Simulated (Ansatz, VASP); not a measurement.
Two plane-wave programs on Te

Contents of INCAR:

```
SYSTEM = Te
PREC = Accurate ; ENCUT = 520
EDIFF = 1E-6 ; ISMEAR = -1
SIGMA = 0.05 ; LREAL = .False.
LASPH = .True. ; NELM = 60
ALGO = Normal ; ISIF = 2
LWAVE = .False. ; LCHARG = .False.
GGA = PE ; NBANDS = 16
```

File KPOINTS:

```
regular mesh
0
Gamma
  7 7 5
  0 0 0
```

The input POSCAR:

```
Te
1.0
    4.4170839329      0.0000000000      0.0000000000
   -2.2085419665      3.8253068966      0.0000000000
    0.0000000000      0.0000000000      5.8752213542
Te
3
Direct
    0.7310000000      0.7310000000      0.5000000000
    0.0000000000      0.2690000000      0.8333333333
    0.2690000000      0.0000000000      0.1666666667
```

The input input.yaml:

```yaml
crystal:
  lattice:
    - [4.4170839329, 0.0, 0.0]
    - [-2.2085419665, 3.8253068966, 0.0]
    - [0.0, 0.0, 5.8752213542]
  atoms:
    - { symbol: Te, position: [0.731, 0.731, 0.5] }
    - { symbol: Te, position: [0.0, 0.269, 0.8333333333] }
    - { symbol: Te, position: [0.269, 0.0, 0.1666666667] }
hamiltonian:
  xc: pbe
  pseudopotentials: { kind: paw }
kpoints:
  mp_grid: { grid: [7, 7, 5] }
scf:
  occupations: { method: fermi_dirac, width: 0.05 }
output:
  forces: true
  stress: true
  eigenvalues: true
  write_density: true
  write_potential: true
  elf: true
  volumetric_format: npy
```

Alike in both runs: task single point; functional PBE; k mesh 7 × 7 × 5; occupations fermi-dirac, width 0.05 eV; no spin polarisation.

|  | VASP | Ansatz |
| --- | --- | --- |
| version | VASP 6.6.1 | Ansatz 0.2.0 |
| potentials or method | VASP PAW PBE potentials, release 64 (Te) | Ansatz PAW |
| plane-wave cutoff (eV) | 520 | 420 |
| valence electrons in the cell | 18 | 48 |

|  | VASP | Ansatz | Ansatz less VASP |
| --- | --- | --- | --- |
| gap on the k mesh at the Fermi level (eV) | 0.62 | 0.62 | +0.004 |
| least direct gap on the mesh (eV) | 0.80 | 0.81 | +0.012 |
| pressure (GPa) | 2.8 | 2.8 | -0.02 |
| traceless stress, the component that is largest in VASP (GPa) | 0.67 | 0.65 | -0.022 |
| rms of the force components (eV/Å) | 0.172 | 0.164 | -0.0081 |

Atom by atom the forces differ by 0.008 eV/Å (rms over components). The functional is the same, so the differences come from potentials, cutoffs and numerics. VASP's potentials hold 18 valence electrons a cell and Ansatz's 48, so a difference there can come from the potentials and not from the codes.

Neither program's run includes spin-orbit coupling. Noted on Ansatz's run: odd divisions of the mesh miss points on the zone boundary, where band edges often lie, so the gap on the mesh can be too wide.
